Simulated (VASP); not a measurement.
Write the native input for VASP 6.6.1 that does the following.

```yaml
Task: single point
Functional: PBE
Potentials_or_basis: VASP PAW PBE potentials, release 64 (Ir)
Cutoff: 500 eV
k_mesh: 8 × 8 × 11
Occupations: fermi-dirac, width 0.08 eV
Spin: no spin polarisation
Dipole_correction: no
Further_INCAR_settings: ALGO = Normal; EDIFF = 1e-06; NBANDS = 20
```

The structure of Ir lies in POSCAR:

```
Ir
1.0
    4.3118554429      0.0000000000      0.0000000000
   -2.1559277214      3.7341763510      0.0000000000
    0.0000000000      0.0000000000      2.6494535959
Ir
3
Direct
    0.0000000000      0.0000000000      0.0000000000
    0.3333333333      0.6666666667      0.5000000000
    0.6666666667      0.3333333333      0.5000000000
```

This cell differs from its parent crystal: volume scaled by 0.95.

One way to write it, as run:

INCAR

```
SYSTEM = Ir
  PREC = Accurate
  ENCUT = 500
  EDIFF = 1E-6
  ISMEAR = -1
  SIGMA = 0.08
  LREAL = .FALSE.
  LASPH = .TRUE.
  NELM = 120
  ALGO = Normal
  ISIF = 2
  LWAVE = .FALSE.
  LCHARG = .TRUE.
  GGA = PE
  LELF = .TRUE.
  LVHAR = .TRUE.
  NBANDS = 20
  GGA_COMPAT = .FALSE.
```

KPOINTS

```
regular mesh
0
G
  8 8 11
  0 0 0
```

Potentials or basis: VASP PAW PBE potentials, release 64 (Ir).

Run with:

```bash
$ cat potpaw_PBE.64/Ir/POTCAR > POTCAR
$ mpirun -np 1 vasp_std > vasp.out
```

It gave:

```
Pressure : 19.3 GPa
```

It took 23 s on 1 thread of Intel(R) Xeon(R) 6975P-C (Granite Rapids), on a shared host, peak memory 0.17 GiB.
